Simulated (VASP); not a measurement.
# Pd (Fd-3m) in VASP: a series of runs

Runs on Pd. Level: PBEsol. Tasks: single point.

Everything below comes from runs of VASP 6.6.1. Logs are shortened: lines on timing, memory, paths and dates and some standing lists are left out, and cuts for length are marked.

### 1 The cell of the first run

Symmetry: Fd-3m, No. 227, cubic system. The conventional cell has a = 5.687 Å, b = 5.687 Å, c = 5.687 Å, α = 90.00°, β = 90.00°, γ = 90.00°. Pd (site symmetry -43m) has 4 Pd at 2.46 Å within 3.3 Å.

### 2 Single point, PBEsol, collinear spin, ferromagnetic start

INCAR

```
SYSTEM = Pd
ALGO = Normal
EDIFF = 1E-6
ENCUT = 520
GGA = PS
ISIF = 2
ISMEAR = -1
ISPIN = 2
LASPH = .True.
LCHARG = .False.
LMAXMIX = 4
LORBIT = 11
LREAL = .False.
LWAVE = .False.
MAGMOM = 0.459 0.459
NBANDS = 21
NELM = 150
PREC = Accurate
SIGMA = 0.05
```

KPOINTS

```
k-points
0
Gamma
  16 16 16
  0 0 0
```

POSCAR

```
Pd
1.0
    0.0000000000      2.8435874685      2.8435874685
    2.8435874685      0.0000000000      2.8435874685
    2.8435874685      2.8435874685      0.0000000000
Pd
2
Direct
    0.1250000000      0.1250000000      0.1250000000
    0.8750000000      0.8750000000      0.8750000000
```

Potentials or basis: VASP PAW PBE potentials, release 64 (Pd).

The run is started by

```sh
$ cat potpaw_PBE.64/Pd/POTCAR > POTCAR
$ mpirun -np 1 vasp_std > vasp.out
```

OUTCAR:

```text
SYSTEM = Pd
   EDIFF = 1E-6
   ENCUT = 520
   GGA = PS
   ISIF = 2
   ISMEAR = -1
   ISPIN = 2
   LASPH = .True.
   LORBIT = 11
   LREAL = .False.
   NELM = 150
   PREC = Accurate

 ion  position               nearest neighbor table
   1  0.125  0.125  0.125-   2 2.46   2 2.46   2 2.46   2 2.46
   2  0.875  0.875  0.875-   1 2.46   1 2.46   1 2.46   1 2.46

  LATTYP: Found a face centered cubic cell.
 ALAT       =     5.6871749370

  Lattice vectors:

 A1 = (   0.0000000000,   2.8435874685,   2.8435874685)
 A2 = (   2.8435874685,   0.0000000000,   2.8435874685)
 A3 = (   2.8435874685,   2.8435874685,   0.0000000000)

Analysis of symmetry for initial positions (statically):
=====================================================================
 Subroutine PRICEL returns:
 Original cell was already a primitive cell.

 Routine SETGRP: Setting up the symmetry group for a
 face centered cubic supercell.

 Subroutine GETGRP returns: Found 48 space group operations
 (whereof 12 operations were pure point group operations)
 out of a pool of 48 trial point group operations.

The static configuration has the point symmetry D_3d.
 The point group associated with its full space group is O_h .

Analysis of symmetry for dynamics (positions and initial velocities):
=====================================================================
 Subroutine PRICEL returns:
 Original cell was already a primitive cell.

 Routine SETGRP: Setting up the symmetry group for a
 face centered cubic supercell.

 Subroutine GETGRP returns: Found 48 space group operations
 (whereof 12 operations were pure point group operations)
 out of a pool of 48 trial point group operations.

The dynamic configuration has the point symmetry D_3d.
 The point group associated with its full space group is O_h .

Analysis of structural, dynamic, and magnetic symmetry:
=====================================================================
 Subroutine PRICEL returns:
 Original cell was already a primitive cell.

 Routine SETGRP: Setting up the symmetry group for a
 face centered cubic supercell.

 Subroutine GETGRP returns: Found 48 space group operations
 (whereof 12 operations were pure point group operations)
 out of a pool of 48 trial point group operations.

The overall configuration has the point symmetry D_3d.
 The point group associated with its full space group is O_h .

 Subroutine INISYM returns: Found 48 space group operations
 (whereof 12 operations are pure point group operations),
 and found     1 'primitive' translations

----------------------------------------------------------------------------------------

                                     Primitive cell

  volume of cell :      45.9864

  direct lattice vectors                    reciprocal lattice vectors
     0.000000000  2.843587468  2.843587468    -0.175834225  0.175834225  0.175834225
     2.843587468  0.000000000  2.843587468     0.175834225 -0.175834225  0.175834225
     2.843587468  2.843587468  0.000000000     0.175834225  0.175834225 -0.175834225

  length of vectors
     4.021439964  4.021439964  4.021439964     0.304553812  0.304553812  0.304553812

  position of ions in fractional coordinates (direct lattice)
     0.125000000  0.125000000  0.125000000
     0.875000000  0.875000000  0.875000000

  ion indices of the primitive-cell ions
   primitive index   ion index
                 1           1
                 2           2

----------------------------------------------------------------------------------------

 KPOINTS: k-points

Automatic generation of k-mesh.
 Grid dimensions read from file:
 generate k-points for:   16   16   16

 Generating k-lattice:

  Cartesian coordinates                     Fractional coordinates (reciprocal lattice)
    -0.010989639  0.010989639  0.010989639     0.062500000  0.000000000  0.000000000
     0.010989639 -0.010989639  0.010989639     0.000000000  0.062500000  0.000000000
     0.010989639  0.010989639 -0.010989639     0.000000000  0.000000000  0.062500000

  Length of vectors
     0.019034613  0.019034613  0.019034613

  Shift w.r.t. Gamma in fractional coordinates (k-lattice)
     0.000000000  0.000000000  0.000000000

 Subroutine IBZKPT returns following result:
 ===========================================

 Found    145 irreducible k-points:

 Following reciprocal coordinates:
            Coordinates               Weight
  0.000000  0.000000  0.000000      1.000000
  0.062500  0.000000  0.000000      8.000000
  0.125000  0.000000  0.000000      8.000000
  0.187500  0.000000  0.000000      8.000000
  0.250000  0.000000  0.000000      8.000000
  0.312500  0.000000  0.000000      8.000000
[... 16 lines left out ...]
 -0.125000  0.062500  0.000000     24.000000
 -0.062500  0.062500  0.000000     12.000000
 [... further k-points ...]
   k-points           NKPTS =    145   k-points in BZ     NKDIM =    145   number of bands    NBANDS=     21
   number of dos      NEDOS =    301   number of ions     NIONS =      2
   total plane-waves  NPLWV =  27000
   dimension x,y,z NGX =    30 NGY =   30 NGZ =   30
   dimension x,y,z NGXF=    60 NGYF=   60 NGZF=   60
   ions per type =               2
   NGX,Y,Z   is equivalent  to a cutoff of  12.40, 12.40, 12.40 a.u.
   NGXF,Y,Z  is equivalent  to a cutoff of  24.80, 24.80, 24.80 a.u.
 SYSTEM =  Pd
   PREC   = accura    normal or accurate (medium, high low for compatibility)
   ISTART =      0    job   : 0-new  1-cont  2-samecut
   ICHARG =      2    charge: 1-file 2-atom 10-const
   ISPIN  =      2    spin polarized calculation?
   LNONCOLLINEAR =      F non collinear calculations
   LSORBIT =      F    spin-orbit coupling
   LASPH  =      T    aspherical Exc in radial PAW
   ENCUT  =  520.0 eV  38.22 Ry    6.18 a.u.   7.48  7.48  7.48*2*pi/ulx,y,z
   NELM   =    150;   NELMIN=  2; NELMDL= -5     # of ELM steps
   EDIFF  = 0.1E-05   stopping-criterion for ELM
   LREAL  =      F    real-space projection
   EDIFFG = 0.1E-04   stopping-criterion for IOM
   NSW    =      0    number of steps for IOM
   IBRION =     -1    ionic relax: 0-MD 1-quasi-New 2-CG
   NFREE  =      0    steps in history (QN), initial steepest desc. (CG)
   ISIF   =      2    stress and relaxation
   ISYM   =      2    0-nonsym 1-usesym 2-fastsym
   POTIM  = 0.5000    time-step for ionic-motion
   TEBEG  =    0.0;   TEEND  =   0.0 temperature during run
   PSTRESS=    0.0 pullay stress
   NELECT =      20.0000    total number of electrons
   NUPDOWN=      -1.0000    fix difference up-down
   EMIN   =  10.00;   EMAX   =-10.00  energy-range for DOS
   EFERMI =   0.00;   METHOD = LEGACY
   ISMEAR =    -1;   SIGMA  =   0.05  broadening in eV -4-tet -1-fermi 0-gaus
   EFERMI_NEDOS =   21; number of points for ismear=-14 and -15
   IALGO  =     38    algorithm
   IMIX   =      4    mixing-type and parameters
     AMIX     =   0.40;   BMIX     =  1.00
     AMIX_MAG =   1.60;   BMIX_MAG =  1.00
  volume/ion in A,a.u.               =      22.99       155.17
  Fermi-wavevector in a.u.,A,eV,Ry     =   1.240342  2.343907 20.931871  1.538449
  Thomas-Fermi vector in A             =   2.374787
   LORBIT       =     11    0 simple, 1 ext, 2 COOP (PROOUT), +10 PAW based schemes
   GGA     = PS    functional components
   LHFCALC =     F    Hartree Fock is set to
   AEXX    =    0.0000 exact exchange contribution
   IVDW    =     0    specifies the selected vdW correction
   LEPSILON=     F    determine dielectric tensor
   LRPA    =     F    only Hartree local field effects (RPA)
 spin polarized calculation
  energy-cutoff  :      520.00
  volume of cell :       45.99
 maximum number of plane-waves:      1259
 NGX is ok and might be reduce to    30
   NGX = 15   NGY = 15   NGZ = 15

 number of electron      19.9999996 magnetization       0.9701134

 Free energy of the ion-electron system (eV)
  ---------------------------------------------------
  ext. energy  EPLUGINS =         0.00000000
  ---------------------------------------------------
  free energy    TOTEN  =        -9.27316030 eV

  energy without entropy =       -9.23834217  energy(sigma->0) =       -9.25575124

 E-fermi :   4.4138     XC(G=0): -10.4792

 val. band max:        4.4134949938   @ k =   0.3750   0.0625   0.0000
 cond. band min:       4.4140341474   @ k =  -0.4375   0.3750   0.0625
 fundamental gap:      0.0005391536
 Fermi energy:         4.4138168885

 spin component 1

 k-point     1 :       0.0000    0.0000    0.0000
  band No.  band energies     occupation
      1      -0.5174      1.00000
      2       0.6247      1.00000
      3       0.6247      1.00000
      4       0.7591      1.00000
      5       0.7591      1.00000
      6       0.7591      1.00000
[... 13 lines left out ...]
     20      18.6638      0.00000
     21      18.6638      0.00000
[... 529 lines left out ...]
 k-point    24 :      -0.0625    0.0625    0.0000
  band No.  band energies     occupation
      1      -0.3612      1.00000
      2       0.4642      1.00000
      3       0.5811      1.00000
      4       0.7544      1.00000
      5       0.8560      1.00000
      6       0.9582      1.00000
[... 13 lines left out ...]
     20      18.8125      0.00000
     21      19.1251      0.00000

 [... further k-points ...]

 spin component 2

 k-point     1 :       0.0000    0.0000    0.0000
  band No.  band energies     occupation
      1      -0.4560      1.00000
      2       0.9077      1.00000
      3       0.9077      1.00000
      4       1.0648      1.00000
      5       1.0648      1.00000
      6       1.0648      1.00000
[... 13 lines left out ...]
     20      18.7210      0.00000
     21      18.7210      0.00000
[... 529 lines left out ...]
 k-point    24 :      -0.0625    0.0625    0.0000
  band No.  band energies     occupation
      1      -0.2988      1.00000
      2       0.7529      1.00000
      3       0.8699      1.00000
      4       1.0617      1.00000
      5       1.1568      1.00000
      6       1.2589      1.00000
[... 13 lines left out ...]
     20      18.8502      0.00000
     21      19.1915      0.00000

 [... further k-points ...]

------------------------ aborting loop because EDIFF is reached ----------------------------------------

  FORCE on cell =-STRESS in cart. coord.  units (eV):
  Direction    XX          YY          ZZ          XY          YZ          ZX
  --------------------------------------------------------------------------------------
  -------------------------------------------------------------------------------------
  Total       -0.1224680     -0.1224680     -0.1224680     -0.0000000      0.0000000     -0.0000000
  in kB       -4.2668126     -4.2668126     -4.2668126     -0.0000000      0.0000000     -0.0000000
  external PRESSURE =      -4.2668126 kB  Pullay stress =       0.0000000 kB

 VOLUME and BASIS-vectors are now :
 -----------------------------------------------------------------------------
  energy-cutoff  :      520.00
  volume of cell :       45.99
      direct lattice vectors                 reciprocal lattice vectors
     0.000000000  2.843587468  2.843587468    -0.175834225  0.175834225  0.175834225
     2.843587468  0.000000000  2.843587468     0.175834225 -0.175834225  0.175834225
     2.843587468  2.843587468  0.000000000     0.175834225  0.175834225 -0.175834225

 POSITION                                       TOTAL-FORCE (eV/Angst)
 -----------------------------------------------------------------------------------
      0.71090      0.71090      0.71090         0.000000      0.000000      0.000000
      4.97628      4.97628      4.97628        -0.000000     -0.000000     -0.000000
 -----------------------------------------------------------------------------------
    total drift:                               -0.000000      0.000000      0.000000

  FREE ENERGIE OF THE ION-ELECTRON SYSTEM (eV)
  ---------------------------------------------------
  free  energy   TOTEN  =        -9.2731603044 eV

  energy  without entropy=       -9.2383421672  energy(sigma->0) =       -9.25575124

 total charge

# of ion       s       p       d       tot
------------------------------------------
    1        0.511   0.339   8.507   9.357
    2        0.511   0.339   8.507   9.357
--------------------------------------------------
tot          1.022   0.677  17.014  18.714

 magnetization (x)

# of ion       s       p       d       tot
------------------------------------------
    1       -0.005   0.000   0.477   0.473
    2       -0.005   0.000   0.477   0.473
--------------------------------------------------
tot         -0.009   0.000   0.954   0.945
```

Run time: 2.2 min. Hardware: 1 thread of Intel Xeon Platinum 8488C (Sapphire Rapids), shared host; peak memory 0.32 GiB.

What came out:

| Item | Value |
| --- | --- |
| Free energy | -9.2732 eV |
| Pressure | -0.4 GPa |
| Net moment | 0.97 μB per cell |
| Site moments | Pd +0.47 μB |
| Valence electrons inside the program's atomic spheres | Pd 9.36 |

Caveat: the PAW data sets were made with another functional, which shifts forces and pressure a little.

### 3 Single point, PBEsol (volume scaled by 0.88)

INCAR

```
SYSTEM = Pd
ALGO     = Normal         ! electronic algorithm
EDIFF    = 1E-7           ! SCF threshold, eV
ENCUT    = 520            ! plane-wave cutoff, eV
GGA      = PS             ! functional
ISIF     = 2              ! what is computed and relaxed
ISMEAR   = -1             ! smearing method
LASPH    = .True.         ! aspherical terms in the spheres
LCHARG   = .False.        ! write CHGCAR
LREAL    = .False.        ! projectors in reciprocal space
LWAVE    = .False.        ! write WAVECAR
NBANDS   = 17             ! bands
NELM     = 100            ! most SCF steps
PREC     = Accurate       ! precision mode
SIGMA    = 0.1            ! smearing width, eV
```

KPOINTS

```
k-points
0
Gamma
  11 11 11
  0 0 0
```

POSCAR

```
Pd
1.0
    0.0000000000      2.7256136203      2.7256136203
    2.7256136203      0.0000000000      2.7256136203
    2.7256136203      2.7256136203      0.0000000000
Pd
2
Direct
    0.1250000000      0.1250000000      0.1250000000
    0.8750000000      0.8750000000      0.8750000000
```

Potentials or basis: VASP PAW PBE potentials, release 64 (Pd).

The run is started by

```sh
$ cat potpaw_PBE.64/Pd/POTCAR > POTCAR
$ mpirun -np 1 vasp_std > vasp.out
```

Wall time 16 s (1 thread of Intel Xeon 6975P-C (Granite Rapids), shared host); peak memory 0.18 GiB.

It converged, with:

```yaml
Free_energy: -9.1274 eV
Pressure: 14.0 GPa
Band_gap_on_the_k_mesh: zero (band 10 reaches 6.02 eV, above the bottom of band 11 at 5.49 eV)
```

Levels at points of the mesh, in eV from the Fermi level:
| k point | band 7 | band 8 | band 9 | band 10 | band 11 | band 12 | band 13 | band 14 |
| --- | --- | --- | --- | --- | --- | --- | --- | --- |
| (0.00, 0.00, 0.00) | -1.75 | -1.75 | -1.75 | -0.16 | -0.16 | 12.94 | 12.94 | 12.94 |

Caveat: the PAW data sets were made with another functional, which shifts forces and pressure a little.

### 4 Single point, PBEsol (volume scaled by 0.92)

INCAR

```
SYSTEM = Pd
ALGO     = Normal         ! electronic algorithm
EDIFF    = 1E-6           ! SCF threshold, eV
ENCUT    = 520            ! plane-wave cutoff, eV
GGA      = PS             ! functional
ISIF     = 2              ! what is computed and relaxed
ISMEAR   = -1             ! smearing method
LASPH    = .TRUE.         ! aspherical terms in the spheres
LCHARG   = .FALSE.        ! write CHGCAR
LREAL    = .FALSE.        ! projectors in reciprocal space
LWAVE    = .FALSE.        ! write WAVECAR
NBANDS   = 17             ! bands
NELM     = 60             ! most SCF steps
PREC     = Accurate       ! precision mode
SIGMA    = 0.1            ! smearing width, eV
```

KPOINTS

```
k-points
0
G
  11 11 11
  0 0 0
```

POSCAR

```
Pd
1.0
    0.0000000000      2.7663004191      2.7663004191
    2.7663004191      0.0000000000      2.7663004191
    2.7663004191      2.7663004191      0.0000000000
Pd
2
Direct
    0.1250000000      0.1250000000      0.1250000000
    0.8750000000      0.8750000000      0.8750000000
```

The run is started by

```sh
$ cat potpaw_PBE.64/Pd/POTCAR > POTCAR
$ mpirun -np 1 vasp_std > vasp.out
```

Run time: 14 s. Hardware: 1 thread of Intel Xeon 6975P-C (Granite Rapids), shared host; peak memory 0.18 GiB.

The run converged. Its results:

```yaml
Free_energy: -9.2520 eV
Pressure: 7.9 GPa
Band_gap_on_the_k_mesh: zero (band 10 reaches 5.45 eV, above the bottom of band 11 at 4.95 eV)
```

Levels at points of the mesh, in eV from the Fermi level:
| k point | band 6 | band 7 | band 8 | band 9 | band 10 | band 11 | band 12 | band 13 | band 14 | band 15 |
| --- | --- | --- | --- | --- | --- | --- | --- | --- | --- | --- |
| (0.00, 0.00, 0.00) | -3.88 | -1.64 | -1.64 | -1.64 | -0.16 | -0.16 | 12.62 | 12.62 | 12.62 | 12.81 |

Caveat: the PAW data sets were made with another functional, which shifts forces and pressure a little.

### 5 Single point, PBEsol (volume scaled by 0.96)

INCAR

```
SYSTEM = Pd
PREC = Accurate
ENCUT = 520
EDIFF = 1E-7
ISMEAR = -1
SIGMA = 0.1
LREAL = .FALSE.
LASPH = .TRUE.
NELM = 80
ALGO = Normal
ISIF = 2
LWAVE = .FALSE.
LCHARG = .FALSE.
GGA = PS
NBANDS = 17
```

KPOINTS

```
regular mesh
0
G
  11 11 11
  0 0 0
```

POSCAR

```
Pd
1.0
    0.0000000000      2.8058243364      2.8058243364
    2.8058243364      0.0000000000      2.8058243364
    2.8058243364      2.8058243364      0.0000000000
Pd
2
Direct
    0.1250000000      0.1250000000      0.1250000000
    0.8750000000      0.8750000000      0.8750000000
```

The run is started by

```sh
$ cat potpaw_PBE.64/Pd/POTCAR > POTCAR
$ mpirun -np 1 vasp_std > vasp.out
```

It took 16 s on 1 thread of Intel Xeon 6975P-C (Granite Rapids), shared host; peak memory 0.18 GiB.

It converged, with:

| Quantity | Value |
| --- | --- |
| Free energy | -9.3149 eV |
| Pressure | 3.2 GPa |
| Band gap on the k mesh | zero (band 10 reaches 4.93 eV, above the bottom of band 11 at 4.47 eV) |

Levels at points of the mesh, in eV from the Fermi level:
```csv
k point,band 7,band 8,band 9,band 10,band 11,band 12,band 13,band 14
"(0.00, 0.00, 0.00)",-1.54,-1.54,-1.54,-0.17,-0.17,12.30,12.30,12.30
```

Caveat: the PAW data sets were made with another functional, which shifts forces and pressure a little.

### 6 Overview

```csv
spin,cell,k mesh,smearing,gap on the mesh (eV),pressure (GPa)
"collinear, ferromagnetic start","a = 4.021 Å, angles 60.0°, 2 atoms",16 × 16 × 16,fermi-dirac 0.05 eV,none,-0.4
off,"a = 3.855 Å, angles 60.0°, 2 atoms",11 × 11 × 11,fermi-dirac 0.1 eV,none,14.0
off,"a = 3.912 Å, angles 60.0°, 2 atoms",11 × 11 × 11,fermi-dirac 0.1 eV,none,7.9
off,"a = 3.968 Å, angles 60.0°, 2 atoms",11 × 11 × 11,fermi-dirac 0.1 eV,none,3.2
```

Alike in all rows: task single point; level PBEsol; potentials or basis VASP PAW PBE potentials, release 64 (Pd); cutoff (eV) 520.

Caveats: the PAW data sets were made with another functional, which shifts forces and pressure a little.

Total energies depend on the potentials used, so only differences within one code and one set of settings carry meaning.
